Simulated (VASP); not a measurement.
# Si5Se (P6/mmm) in VASP: notebook, part 2 of 2

VASP 6.6.1.

## (3) Relaxation of cell and atoms, PBE

This run uses another cell than the first one, of 24.52 Å³/atom.

Input file INCAR:

```
SYSTEM = Si5Se
ALGO     = Normal         ! electronic algorithm
EDIFF    = 1E-6           ! SCF threshold, eV
EDIFFG   = -0.01          ! ionic threshold
ENCUT    = 600            ! plane-wave cutoff, eV
GGA      = PE             ! functional
IBRION   = 2              ! ionic algorithm
ISIF     = 3              ! what is computed and relaxed
ISMEAR   = 0              ! smearing method
LASPH    = .TRUE.         ! aspherical terms in the spheres
LCHARG   = .FALSE.        ! write CHGCAR
LREAL    = .FALSE.        ! projectors in reciprocal space
LWAVE    = .FALSE.        ! write WAVECAR
NELM     = 100            ! most SCF steps
NSW      = 100            ! ionic steps
PREC     = Accurate       ! precision mode
SIGMA    = 0.1            ! smearing width, eV
```

Input file KPOINTS:

```
k-points
0
G
  12 12 6
  0 0 0
```

Input file POSCAR:

```
Si5Se
1.0
    4.8086609933      0.0000000000      0.0000000000
   -2.4043304966      4.1644225784      0.0000000000
    0.0000000000      0.0000000000      7.3456378256
Si Se
5 1
Direct
    0.0000000000      0.0000000000      0.1835968473
    0.0000000000      0.0000000000      0.8164031527
    0.5000000000      0.0000000000      0.0000000000
    0.0000000000      0.5000000000      0.0000000000
    0.5000000000      0.5000000000      0.0000000000
    0.0000000000      0.0000000000      0.5000000000
```

Potentials or basis: VASP PAW PBE potentials, release 64 (Si, Se).

On the command line:

```bash
cat potpaw_PBE.64/Si/POTCAR potpaw_PBE.64/Se/POTCAR > POTCAR
mpirun -np 1 vasp_std > vasp.out
```

OUTCAR:

```text
SYSTEM = Si5Se
   EDIFF = 1E-6
   EDIFFG = -0.01
   ENCUT = 600
   GGA = PE
   IBRION = 2
   ISIF = 3
   ISMEAR = 0
   LASPH = .TRUE.
   LREAL = .FALSE.
   NELM = 100
   NSW = 100
   PREC = Accurate

 ion  position               nearest neighbor table
   1  0.000  0.000  0.184-   6 2.32   2 2.70   4 2.76   4 2.76   3 2.76   3 2.76   5 2.76   5 2.76

   2  0.000  0.000  0.816-   6 2.32   1 2.70   4 2.76   4 2.76   3 2.76   3 2.76   5 2.76   5 2.76

   3  0.500  0.000  0.000-   5 2.40   5 2.40   4 2.40   4 2.40   1 2.76   1 2.76   2 2.76   2 2.76

   4  0.000  0.500  0.000-   5 2.40   5 2.40   3 2.40   3 2.40   1 2.76   2 2.76   1 2.76   2 2.76

   5  0.500  0.500  0.000-   3 2.40   3 2.40   4 2.40   4 2.40   1 2.76   2 2.76   1 2.76   2 2.76

   6  0.000  0.000  0.500-   1 2.32   2 2.32

  LATTYP: Found a hexagonal cell.
 ALAT       =     4.8086609933
 C/A-ratio  =     1.5275848798

  Lattice vectors:

 A1 = (   4.8086609933,   0.0000000000,   0.0000000000)
 A2 = (  -2.4043304966,   4.1644225784,   0.0000000000)
 A3 = (   0.0000000000,   0.0000000000,   7.3456378256)

Analysis of symmetry for initial positions (statically):
=====================================================================
 Subroutine PRICEL returns:
 Original cell was already a primitive cell.

 Routine SETGRP: Setting up the symmetry group for a
 hexagonal supercell.

 Subroutine GETGRP returns: Found 24 space group operations
 (whereof 24 operations were pure point group operations)
 out of a pool of 24 trial point group operations.

The static configuration has the point symmetry D_6h.

Analysis of symmetry for dynamics (positions and initial velocities):
=====================================================================
 Subroutine PRICEL returns:
 Original cell was already a primitive cell.

 Routine SETGRP: Setting up the symmetry group for a
 hexagonal supercell.

 Subroutine GETGRP returns: Found 24 space group operations
[... 141 lines left out ...]
   LRPA    =     F    only Hartree local field effects (RPA)
 conjugate gradient relaxation of ions
 non-spin polarized calculation
 Gauss-broadening in eV      SIGMA  =   0.10
  energy-cutoff  :      600.00
  volume of cell :      147.10
 maximum number of plane-waves:      4973
 NGX is ok and might be reduce to    40
   NGX = 19   NGY = 19   NGZ = 29

--------------------------------------- Ionic step        1  -------------------------------------------

 number of electron      26.0000000 magnetization

 Free energy of the ion-electron system (eV)
  ---------------------------------------------------
  ext. energy  EPLUGINS =         0.00000000
  ---------------------------------------------------
  free energy    TOTEN  =       -27.08008662 eV

  energy without entropy =      -27.06470067  energy(sigma->0) =      -27.07239365

------------------------ aborting loop because EDIFF is reached ----------------------------------------

  FORCE on cell =-STRESS in cart. coord.  units (eV):
  Direction    XX          YY          ZZ          XY          YZ          ZX
  --------------------------------------------------------------------------------------
  -------------------------------------------------------------------------------------
  Total        0.8350940      0.8350940     -0.4309270      0.0000000      0.0000000      0.0000000
  in kB        9.0957279      9.0957279     -4.6935978      0.0000000      0.0000000      0.0000000
  external PRESSURE =       4.4992860 kB  Pullay stress =       0.0000000 kB
[... 147 lines left out ...]
--------------------------------------- Ionic step        5  -------------------------------------------

 number of electron      26.0000001 magnetization

 Free energy of the ion-electron system (eV)
  ---------------------------------------------------
  ext. energy  EPLUGINS =         0.00000000
  ---------------------------------------------------
  free energy    TOTEN  =       -27.08892996 eV

  energy without entropy =      -27.07311068  energy(sigma->0) =      -27.08102032

 E-fermi :   3.6653     XC(G=0):  -8.3474

 val. band max:        3.6569837846   @ k =   0.1667   0.0833   0.3333
 cond. band min:       3.6759197504   @ k =   0.4167   0.0833   0.1667
 fundamental gap:      0.0189359658
 Fermi energy:         3.6653160495

 k-point     1 :       0.0000    0.0000    0.0000
  band No.  band energies     occupation
      1      -9.8286      2.00000
      2      -8.7617      2.00000
      3      -4.6220      2.00000
      4      -2.1822      2.00000
      5      -1.9366      2.00000
      6      -1.6564      2.00000
[... 457 lines left out ...]
      4      -4.1212      2.00000
      5      -3.3980      2.00000
      6      -2.9969      2.00000
[... 9 lines left out ...]
     16       5.0334      0.00000
     17       6.0963      0.00000

 [... further k-points ...]

------------------------ aborting loop because EDIFF is reached ----------------------------------------

  FORCE on cell =-STRESS in cart. coord.  units (eV):
  Direction    XX          YY          ZZ          XY          YZ          ZX
  --------------------------------------------------------------------------------------
  -------------------------------------------------------------------------------------
  Total       -0.0150492     -0.0150492      0.0271353     -0.0000000      0.0000000      0.0000000
  in kB       -0.1626873     -0.1626873      0.2933430     -0.0000000      0.0000000      0.0000000
  external PRESSURE =      -0.0106772 kB  Pullay stress =       0.0000000 kB
[... 21 lines left out ...]
  FREE ENERGIE OF THE ION-ELECTRON SYSTEM (eV)
  ---------------------------------------------------
  free  energy   TOTEN  =       -27.0889299634 eV

  energy  without entropy=      -27.0731106812  energy(sigma->0) =      -27.08102032

 reached required accuracy - stopping structural energy minimisation
```

OSZICAR:

```text
N       E                     dE             d eps       ncg     rms          rms(c)
DAV:   1     0.978504579682E+02    0.97850E+02   -0.10989E+04  2584   0.139E+03
DAV:   2    -0.204001431102E+02   -0.11825E+03   -0.11642E+03  3402   0.190E+02
DAV:   3    -0.274255781030E+02   -0.70254E+01   -0.68814E+01  3453   0.470E+01
DAV:   4    -0.275964244516E+02   -0.17085E+00   -0.17003E+00  3366   0.798E+00
[... 38 lines left out ...]
DAV:   1    -0.270894893339E+02   -0.87318E-03   -0.19282E-02  2685   0.782E-01    0.107E-01
DAV:   2    -0.270890146768E+02    0.47466E-03   -0.19726E-03  3610   0.246E-01    0.487E-02
DAV:   3    -0.270889459877E+02    0.68689E-04   -0.28141E-04  3351   0.874E-02    0.239E-02
DAV:   4    -0.270889308423E+02    0.15145E-04   -0.34008E-05  3089   0.298E-02    0.944E-03
DAV:   5    -0.270889299634E+02    0.87890E-06   -0.72083E-06  3275   0.149E-02
   5 F= -.27088930E+02 E0= -.27081020E+02  d E =-.129972E-02
```

Wall time 4.5 min (1 thread of Intel Xeon 6975P-C (Granite Rapids), shared host); peak memory 0.46 GiB.

What came out:

```
Free energy                           : -27.0889 eV
Relaxed volume                        : 24.70 Å³/atom
Relaxed cell                          : a = 4.846 Å, b = 4.846 Å, c = 7.287 Å, α = 90.00°, β = 90.00°, γ = 120.00°
Space group after relaxing (to 0.1 Å) : P6/mmm (No. 191)
Energy gained by relaxing             : 1.5 meV/atom
Ionic steps                           : 5
Pressure after relaxing               : 0.0 GPa
Largest force after relaxing          : 0.006 eV/Å
Band gap on the k mesh                : zero (bands 13 and 14 overlap by 1.25 eV)
```

Forces in eV/Å, atoms in the order of the input:
```
Si   0.000  0.000 -0.006
Si   0.000  0.000  0.006
Si   0.000  0.000  0.000
Si   0.000  0.000  0.000
Si   0.000  0.000  0.000
Se   0.000  0.000  0.000
```

The path:
```tsv
step	energy change (eV)	largest force (eV/Å)	pressure (GPa)	volume (Å³)
1	0.0000	0.0608	0.45	147.10
2	-0.0074	0.0867	-0.05	148.56
3	-0.0075	0.0914	-0.14	148.84
4	-0.0085	0.0484	-0.07	148.51
5	-0.0088	0.0063	0.00	148.21
```

Final structure:
```xyz
6
Lattice="4.8462 0.0000 0.0000 -2.4231 4.1969 0.0000 0.0000 0.0000 7.2869" Properties=species:S:1:pos:R:3 pbc="T T T"
Si    0.0000    0.0000    1.3249
Si    2.4231    4.1969    5.9620
Si    2.4231    0.0000    0.0000
Si   -1.2115    2.0984    0.0000
Si    1.2115    2.0984    0.0000
Se    0.0000    0.0000    3.6435
```
